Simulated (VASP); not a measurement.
# CaO in VASP: further runs

The runs below take CaO through single point, with LDA.

Program: VASP 6.6.1. These are calculated values, not measurements. Logs are shortened: lines on timing, memory, paths and dates and some standing lists are left out, and cuts for length are marked.

**1. The cell of the first run**

The structure is tetragonal, space group I4/mmm (No. 139). The conventional cell has a = 3.567 Å, b = 3.567 Å, c = 4.971 Å, α = 90.00°, β = 90.00°, γ = 90.00°. Ca (site symmetry 4/mmm) has 6 O at 2.49 to 2.52 Å within 3.3 Å. O (site symmetry 4/mmm) has 6 Ca at 2.49 to 2.52 Å within 3.3 Å.

**2. Single point, LDA (strain +0.030 along x and y, +0.015 along z)**

INCAR

```
SYSTEM = CaO
PREC = Accurate
ENCUT = 520
EDIFF = 1E-7
ISMEAR = 0
SIGMA = 0.05
LREAL = .False.
LASPH = .True.
NELM = 80
ALGO = Normal
ISIF = 2
LWAVE = .False.
LCHARG = .False.
GGA = CA
NBANDS = 15
```

KPOINTS

```
Automatic mesh
0
Gamma
  8 8 8
  0 0 0
```

POSCAR

```
CaO
1.0
    0.0000000000      2.5224700000      2.4857350000
    2.5224700000      0.0000000000      2.4857350000
    2.5224700000      2.5224700000      0.0000000000
Ca O
1 1
Direct
    0.0000000000      0.0000000000      0.0000000000
    0.5000000000      0.5000000000      0.5000000000
```

Potentials or basis: VASP PAW LDA potentials, release 64 (Ca_sv, O).

Command:

```sh
cat potpaw_LDA.64/Ca_sv/POTCAR potpaw_LDA.64/O/POTCAR > POTCAR
mpirun -np 1 vasp_std > vasp.out
```

OUTCAR:

```text
SYSTEM = CaO
   PREC = Accurate
   ENCUT = 520
   EDIFF = 1E-7
   ISMEAR = 0
   LREAL = .False.
   LASPH = .True.
   NELM = 80
   ISIF = 2
   GGA = CA

 ion  position               nearest neighbor table
   1  0.000  0.000  0.000-   2 2.49   2 2.49   2 2.52   2 2.52   2 2.52   2 2.52
   2  0.500  0.500  0.500-   1 2.49   1 2.49   1 2.52   1 2.52   1 2.52   1 2.52

  LATTYP: Found a body centered tetragonal cell.
 ALAT       =     3.5673112847
 C/A-ratio  =     1.3936182192

  Lattice vectors:

 A1 = (   0.0000000000,  -2.5224700000,  -2.4857350000)
 A2 = (   0.0000000000,   2.5224700000,  -2.4857350000)
 A3 = (   2.5224700000,   0.0000000000,   2.4857350000)

Analysis of symmetry for initial positions (statically):
=====================================================================
 Subroutine PRICEL returns:
 Original cell was already a primitive cell.

 Routine SETGRP: Setting up the symmetry group for a
 body centered tetragonal supercell.

 Subroutine GETGRP returns: Found 16 space group operations
 (whereof 16 operations were pure point group operations)
 out of a pool of 16 trial point group operations.

The static configuration has the point symmetry D_4h.

Analysis of symmetry for dynamics (positions and initial velocities):
=====================================================================
 Subroutine PRICEL returns:
 Original cell was already a primitive cell.

 Routine SETGRP: Setting up the symmetry group for a
 body centered tetragonal supercell.

 Subroutine GETGRP returns: Found 16 space group operations
 (whereof 16 operations were pure point group operations)
 out of a pool of 16 trial point group operations.

The dynamic configuration has the point symmetry D_4h.

 Subroutine INISYM returns: Found 16 space group operations
 (whereof 16 operations are pure point group operations),
 and found     1 'primitive' translations

----------------------------------------------------------------------------------------

                                     Primitive cell

  volume of cell :      31.6327

  direct lattice vectors                    reciprocal lattice vectors
     0.000000000  2.522470000  2.485735000    -0.198218413  0.198218413  0.201147749
     2.522470000  0.000000000  2.485735000     0.198218413 -0.198218413  0.201147749
     2.522470000  2.522470000  0.000000000     0.198218413  0.198218413 -0.201147749

  length of vectors
     3.541430981  3.541430981  3.567311285     0.345023906  0.345023906  0.345023906

  position of ions in fractional coordinates (direct lattice)
     0.000000000  0.000000000  0.000000000
     0.500000000  0.500000000  0.500000000

  ion indices of the primitive-cell ions
   primitive index   ion index
                 1           1
                 2           2

----------------------------------------------------------------------------------------

 KPOINTS: Automatic mesh

Automatic generation of k-mesh.
 Grid dimensions read from file:
 generate k-points for:    8    8    8

 Generating k-lattice:

  Cartesian coordinates                     Fractional coordinates (reciprocal lattice)
    -0.024777302  0.024777302  0.025143469     0.125000000  0.000000000  0.000000000
     0.024777302 -0.024777302  0.025143469     0.000000000  0.125000000  0.000000000
     0.024777302  0.024777302 -0.025143469     0.000000000  0.000000000  0.125000000

  Length of vectors
     0.043127988  0.043127988  0.043127988

  Shift w.r.t. Gamma in fractional coordinates (k-lattice)
     0.000000000  0.000000000  0.000000000

 Subroutine IBZKPT returns following result:
 ===========================================

 Found     59 irreducible k-points:

 Following reciprocal coordinates:
            Coordinates               Weight
  0.000000  0.000000  0.000000      1.000000
  0.125000  0.000000  0.000000      8.000000
  0.250000  0.000000  0.000000      8.000000
  0.375000 -0.000000  0.000000      8.000000
  0.500000  0.000000  0.000000      4.000000
  0.125000  0.125000  0.000000      2.000000
[... 16 lines left out ...]
  0.250000  0.000000  0.125000     16.000000
  0.375000 -0.000000  0.125000     16.000000
 [... further k-points ...]
   k-points           NKPTS =     59   k-points in BZ     NKDIM =     59   number of bands    NBANDS=     15
   number of dos      NEDOS =    301   number of ions     NIONS =      2
   total plane-waves  NPLWV =  21952
   dimension x,y,z NGX =    28 NGY =   28 NGZ =   28
   dimension x,y,z NGXF=    56 NGYF=   56 NGZF=   56
   ions per type =               1   1
   NGX,Y,Z   is equivalent  to a cutoff of  13.14, 13.14, 13.05 a.u.
   NGXF,Y,Z  is equivalent  to a cutoff of  26.29, 26.29, 26.10 a.u.
 SYSTEM =  CaO
   PREC   = accura    normal or accurate (medium, high low for compatibility)
   ISTART =      0    job   : 0-new  1-cont  2-samecut
   ICHARG =      2    charge: 1-file 2-atom 10-const
   ISPIN  =      1    spin polarized calculation?
   LNONCOLLINEAR =      F non collinear calculations
   LSORBIT =      F    spin-orbit coupling
   LASPH  =      T    aspherical Exc in radial PAW
   ENCUT  =  520.0 eV  38.22 Ry    6.18 a.u.   6.58  6.58  6.63*2*pi/ulx,y,z
   NELM   =     80;   NELMIN=  2; NELMDL= -5     # of ELM steps
   EDIFF  = 0.1E-06   stopping-criterion for ELM
   LREAL  =      F    real-space projection
   EDIFFG = 0.1E-05   stopping-criterion for IOM
   NSW    =      0    number of steps for IOM
   IBRION =     -1    ionic relax: 0-MD 1-quasi-New 2-CG
   NFREE  =      0    steps in history (QN), initial steepest desc. (CG)
   ISIF   =      2    stress and relaxation
   ISYM   =      2    0-nonsym 1-usesym 2-fastsym
   POTIM  = 0.5000    time-step for ionic-motion
   TEBEG  =    0.0;   TEEND  =   0.0 temperature during run
   PSTRESS=    0.0 pullay stress
   NELECT =      16.0000    total number of electrons
   NUPDOWN=      -1.0000    fix difference up-down
   EMIN   =  10.00;   EMAX   =-10.00  energy-range for DOS
   EFERMI =   0.00;   METHOD = LEGACY
   ISMEAR =     0;   SIGMA  =   0.05  broadening in eV -4-tet -1-fermi 0-gaus
   EFERMI_NEDOS =   21; number of points for ismear=-14 and -15
   IALGO  =     38    algorithm
   IMIX   =      4    mixing-type and parameters
     AMIX     =   0.40;   BMIX     =  1.00
     AMIX_MAG =   1.60;   BMIX_MAG =  1.00
  volume/ion in A,a.u.               =      15.82       106.73
  Fermi-wavevector in a.u.,A,eV,Ry     =   1.304375  2.464912 23.148881  1.701395
  Thomas-Fermi vector in A             =   2.435315
   LORBIT       =      0    0 simple, 1 ext, 2 COOP (PROOUT), +10 PAW based schemes
   GGA     = CA    functional components
   LHFCALC =     F    Hartree Fock is set to
   AEXX    =    0.0000 exact exchange contribution
   IVDW    =     0    specifies the selected vdW correction
   LEPSILON=     F    determine dielectric tensor
   LRPA    =     F    only Hartree local field effects (RPA)
 non-spin polarized calculation
 Gauss-broadening in eV      SIGMA  =   0.05
  energy-cutoff  :      520.00
  volume of cell :       31.63
 maximum number of plane-waves:       881
 NGX is ok and might be reduce to    28
   NGX = 13   NGY = 13   NGZ = 13

 number of electron      15.9999998 magnetization

 Free energy of the ion-electron system (eV)
  ---------------------------------------------------
  ext. energy  EPLUGINS =         0.00000000
  ---------------------------------------------------
  free energy    TOTEN  =       -13.91275698 eV

  energy without entropy =      -13.91275698  energy(sigma->0) =      -13.91275698

 E-fermi :   1.7009     XC(G=0): -10.4033

 val. band max:        1.3278710139   @ k =   0.0000   0.0000   0.0000
 cond. band min:       4.7689137086   @ k =   0.5000   0.5000   0.0000
 fundamental gap:      3.4410426947
 Fermi energy:         1.7009327748

 k-point     1 :       0.0000    0.0000    0.0000
  band No.  band energies     occupation
      1     -36.2934      2.00000
      2     -17.4219      2.00000
      3     -17.4219      2.00000
      4     -17.4101      2.00000
      5     -13.6492      2.00000
      6       1.3072      2.00000
      7       1.3072      2.00000
      8       1.3279      2.00000
      9       4.9028      0.00000
     10       7.0677      0.00000
     11       7.0677      0.00000
     12       7.1548      0.00000
     13       8.3732      0.00000
     14       8.4993      0.00000
     15      15.3582      0.00000

 k-point     2 :       0.1250    0.0000    0.0000
  band No.  band energies     occupation
      1     -36.2845      2.00000
      2     -17.5340      2.00000
      3     -17.4287      2.00000
      4     -17.4193      2.00000
      5     -13.5179      2.00000
      6       0.7979      2.00000
      7       1.1366      2.00000
      8       1.1480      2.00000
      9       5.5695      0.00000
     10       7.0451      0.00000
     11       7.3020      0.00000
     12       7.3535      0.00000
     13       8.6715      0.00000
     14       8.8040      0.00000
     15      15.8265      0.00000

 k-point     3 :       0.2500    0.0000    0.0000
  band No.  band energies     occupation
      1     -36.2628      2.00000
      2     -17.7881      2.00000
      3     -17.4450      2.00000
      4     -17.4320      2.00000
      5     -13.2251      2.00000
      6      -0.1178      2.00000
      7       0.7671      2.00000
      8       0.7725      2.00000
      9       6.8667      0.00000
     10       7.1544      0.00000
     11       7.9138      0.00000
     12       7.9390      0.00000
     13       9.3990      0.00000
     14       9.5433      0.00000
     15      15.7981      0.00000
[... 343 lines left out ...]
 k-point    23 :       0.2500    0.0000    0.1250
  band No.  band energies     occupation
      1     -36.2645      2.00000
      2     -17.7090      2.00000
      3     -17.4621      2.00000
      4     -17.4509      2.00000
      5     -13.3086      2.00000
      6      -0.0219      2.00000
      7       0.9012      2.00000
      8       0.9928      2.00000
      9       6.4271      0.00000
     10       6.6510      0.00000
     11       8.0725      0.00000
     12       8.1729      0.00000
     13       9.0045      0.00000
     14       9.6944      0.00000
     15      16.3588      0.00000

 k-point    24 :       0.3750   -0.0000    0.1250
  band No.  band energies     occupation
      1     -36.2427      2.00000
      2     -17.9202      2.00000
      3     -17.4815      2.00000
      4     -17.4693      2.00000
      5     -13.0753      2.00000
      6      -0.5623      2.00000
      7       0.4840      2.00000
      8       0.6550      2.00000
      9       6.7592      0.00000
     10       7.8217      0.00000
     11       8.6553      0.00000
     12       8.7919      0.00000
     13       9.7971      0.00000
     14      10.4016      0.00000
     15      14.9160      0.00000

 [... further k-points ...]
[... 5 lines left out ...]
  --------------------------------------------------------------------------------------
  -------------------------------------------------------------------------------------
  Total       -3.1743632     -3.1743632     -3.0202228      0.0000000     -0.0000000      0.0000000
  in kB     -160.7793814   -160.7793814   -152.9722728      0.0000000     -0.0000000      0.0000000
  external PRESSURE =    -158.1770119 kB  Pullay stress =       0.0000000 kB

 VOLUME and BASIS-vectors are now :
 -----------------------------------------------------------------------------
  energy-cutoff  :      520.00
  volume of cell :       31.63
      direct lattice vectors                 reciprocal lattice vectors
     0.000000000  2.522470000  2.485735000    -0.198218413  0.198218413  0.201147749
     2.522470000  0.000000000  2.485735000     0.198218413 -0.198218413  0.201147749
     2.522470000  2.522470000  0.000000000     0.198218413  0.198218413 -0.201147749

 POSITION                                       TOTAL-FORCE (eV/Angst)
 -----------------------------------------------------------------------------------
      0.00000      0.00000      0.00000        -0.000000      0.000000      0.000000
      2.52247      2.52247      2.48574         0.000000     -0.000000     -0.000000
 -----------------------------------------------------------------------------------
    total drift:                                0.000000      0.000000      0.000000

  FREE ENERGIE OF THE ION-ELECTRON SYSTEM (eV)
  ---------------------------------------------------
  free  energy   TOTEN  =       -13.9127569802 eV

  energy  without entropy=      -13.9127569802  energy(sigma->0) =      -13.91275698
```

Wall time 19 s (1 thread of Intel Xeon Platinum 8488C (Sapphire Rapids), shared host); peak memory 0.15 GiB.

What came out:

```yaml
Free_energy: -13.9128 eV
Pressure: -15.8 GPa
Band_gap_on_the_k_mesh: 3.44 eV, indirect (least direct gap 3.57 eV)
```

Stress tensor (GPa, compression positive):
```
-16.08   0.00   0.00
  0.00 -16.08   0.00
  0.00   0.00 -15.30
```

Caveat: the cell differs from its parent crystal (strain +0.030 along x and y, +0.015 along z).

(Part 1 of 2 ends here.)
